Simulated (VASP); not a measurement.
# Sb2O (I4/mmm) in VASP: a series of runs, part 2 of 2

VASP 6.6.1.

**4. Single point, PBE**

File INCAR:

```
PREC = Accurate
ENCUT = 520
EDIFF = 1E-7
ISMEAR = 0
SIGMA = 0.1
LREAL = False
LASPH = True
NELM = 80
ALGO = Normal
ISIF = 2
LWAVE = False
LCHARG = False
GGA = PE
NBANDS = 15
```

File KPOINTS:

```
Automatic mesh
0
Gamma
  20 20 20
```

File POSCAR:

```
Sb2O
1.0
   -1.5778098574      1.5778098574      5.8647975208
    1.5778098574     -1.5778098574      5.8647975208
    1.5778098574      1.5778098574     -5.8647975208
Sb O
2 1
Direct
    0.6304023718      0.6304023718      0.0000000000
    0.3695976282      0.3695976282      0.0000000000
    0.0000000000      0.0000000000      0.0000000000
```

Potentials or basis: VASP PAW PBE potentials, release 64 (Sb, O).

Launch:

```console
cat potpaw_PBE.64/Sb/POTCAR potpaw_PBE.64/O/POTCAR > POTCAR
mpirun -np 1 vasp_std > vasp.out
```

OUTCAR:

```text
PREC = Accurate
   ENCUT = 520
   EDIFF = 1E-7
   ISMEAR = 0
   LREAL = False
   LASPH = True
   NELM = 80
   ISIF = 2
   GGA = PE

 ion  position               nearest neighbor table
   1  0.630  0.630  0.000-   3 2.71   3 2.71   3 2.71   3 2.71   2 3.06   2 3.58   2 3.58   2 3.58
                             2 3.58
   2  0.370  0.370  0.000-   3 2.71   3 2.71   3 2.71   3 2.71   1 3.06   1 3.58   1 3.58   1 3.58
                             1 3.58
   3  0.000  0.000  0.000-   1 2.71   1 2.71   1 2.71   2 2.71   1 2.71   2 2.71   2 2.71   2 2.71

  LATTYP: Found a body centered tetragonal cell.
 ALAT       =     3.1556197148
 C/A-ratio  =     3.7170496136

  Lattice vectors:

 A1 = (  -1.5778098574,   1.5778098574,   5.8647975208)
 A2 = (   1.5778098574,  -1.5778098574,   5.8647975208)
 A3 = (   1.5778098574,   1.5778098574,  -5.8647975208)

Analysis of symmetry for initial positions (statically):
=====================================================================
 Subroutine PRICEL returns:
 Original cell was already a primitive cell.

 Routine SETGRP: Setting up the symmetry group for a
 body centered tetragonal supercell.

 Subroutine GETGRP returns: Found 16 space group operations
[... 186 lines left out ...]
     11      13.7734      0.00000
     12      13.7734      0.00000
     13      15.2144      0.00000
     14      15.4235      0.00000
[... 401 lines left out ...]
      2      -2.2572      2.00000
      3      -0.5076      2.00000
      4       3.0406      2.00000
      5       3.6142      2.00000
      6       5.8051      2.00000
      7       6.9735      2.00000
      8       8.1977      1.99550
      9       8.9563      0.00000
     10      11.5174      0.00000
     11      12.6679      0.00000
     12      13.5386      0.00000
     13      16.6176      0.00000
     14      17.2032      0.00000
     15      18.3678      0.00000

 [... further k-points ...]

------------------------ aborting loop because EDIFF is reached ----------------------------------------

  FORCE on cell =-STRESS in cart. coord.  units (eV):
  Direction    XX          YY          ZZ          XY          YZ          ZX
  --------------------------------------------------------------------------------------
  -------------------------------------------------------------------------------------
  Total       -0.1425306     -0.1425306     -0.1686389      0.0000000      0.0000000      0.0000000
  in kB       -3.9101763     -3.9101763     -4.6264304      0.0000000      0.0000000      0.0000000
  external PRESSURE =      -4.1489277 kB  Pullay stress =       0.0000000 kB

 VOLUME and BASIS-vectors are now :
 -----------------------------------------------------------------------------
  energy-cutoff  :      520.00
  volume of cell :       58.40
      direct lattice vectors                 reciprocal lattice vectors
    -1.577809857  1.577809857  5.864797521     0.000000000  0.316894965  0.085254435
     1.577809857 -1.577809857  5.864797521     0.316894965  0.000000000  0.085254435
     1.577809857  1.577809857 -5.864797521     0.316894965  0.316894965  0.000000000

 POSITION                                       TOTAL-FORCE (eV/Angst)
 -----------------------------------------------------------------------------------
      0.00000      0.00000      7.39436         0.000000      0.000000     -0.024494
      0.00000      0.00000      4.33523        -0.000000     -0.000000      0.024494
      0.00000      0.00000      0.00000        -0.000000     -0.000000      0.000000
 -----------------------------------------------------------------------------------
    total drift:                               -0.000000      0.000000      0.000000

  FREE ENERGIE OF THE ION-ELECTRON SYSTEM (eV)
  ---------------------------------------------------
  free  energy   TOTEN  =       -13.0704726466 eV

  energy  without entropy=      -13.0637409149  energy(sigma->0) =      -13.06710678
```

stdout:

```text
POSCAR found type information on POSCAR SbO
 POSCAR found :  2 types and       3 ions
 scaLAPACK will be used
 LDA part: xc-table for (Slater+PW92), standard interpolation
 POSCAR, INCAR and KPOINTS ok, starting setup
 FFT: planning ... GRIDC
 FFT: planning ... GRID_SOFT
 FFT: planning ... GRID
 WAVECAR not read
 entering main loop
```

Wall time 54 min (1 thread of Intel Xeon 8259CL, shared host); peak memory 0.73 GiB.

What came out:

```yaml
Free_energy: -13.0705 eV
Pressure: -0.4 GPa
Largest_force: 0.024 eV/Å
Band_gap_on_the_k_mesh: zero (bands 8 and 9 overlap by 4.70 eV)
```

Forces on the atoms (eV/Å):
```
Sb   0.000  0.000 -0.024
Sb   0.000  0.000  0.024
O    0.000  0.000  0.000
```

Caveat: spin-orbit coupling is left out, which moves the levels of the heavy elements.

**5. Overview**

```csv
cell,k mesh,gap on the mesh (eV),pressure (GPa),largest force (eV/Å)
"a = 6.378 Å, angles 151.6, 151.6, 40.6°, 3 atoms, atomic positions A",6 × 6 × 6,none,-0.2,0.05
"a = 5.449 Å, angles 140.3, 140.3, 57.4°, 3 atoms, atomic positions B",6 × 6 × 6,none,-7.0,0.75
"a = 6.275 Å, angles 150.9, 150.9, 41.7°, 3 atoms, atomic positions C",20 × 20 × 20,none,-0.4,0.02
```

Alike in all rows: task single point; level PBE; potentials or basis VASP PAW PBE potentials, release 64 (Sb, O); no spin polarisation; cutoff (eV) 520; smearing gaussian 0.1 eV.

Caveats: spin-orbit coupling is left out, which moves the levels of the heavy elements; the cell stands under tension (at least some runs).

Absolute energies hang on the potentials; compare differences alone.
